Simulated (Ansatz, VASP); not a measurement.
**AlN in VASP and in Ansatz**

```
CELL_PARAMETERS angstrom
2.95545 0.00000 0.00000
-1.47773 2.55950 0.00000
0.00000 0.00000 5.10245
ATOMIC_POSITIONS crystal
Al 0.33333 0.66667 0.00000
Al 0.66667 0.33333 0.50000
N 0.33333 0.66667 0.38500
N 0.66667 0.33333 0.88500
```

Change from the starting cell: strain -0.050 along x and y, +0.025 along z, atoms carried along.

Alike in both runs: task single point; functional r2SCAN; k mesh 12 × 12 × 6; occupations gaussian, width 0.05 eV; no spin polarisation.

|  | VASP | Ansatz |
| --- | --- | --- |
| version | VASP 6.6.1 | Ansatz 0.2.0 |
| potentials or method | VASP PAW PBE potentials, release 64 (Al, N), cutoff 520 eV | scalar-relativistic, plane waves, PAW |
| valence electrons in the cell | 16 | 16 |

```csv
,VASP,Ansatz,Ansatz less VASP
gap on the k mesh at the Fermi level (eV),5.55,5.51,-0.041
least direct gap on the mesh (eV),5.55,5.51,-0.041
pressure (GPa),21.3,21.5,+0.20
"traceless stress, the component that is largest in VASP (GPa)",-27.43,-27.05,+0.382
rms of the force components (eV/Å),0.659,0.648,-0.0114
```

VASP's potentials were made for PBE, not for r2SCAN. Atom by atom the forces differ by 0.011 eV/Å (rms over components).
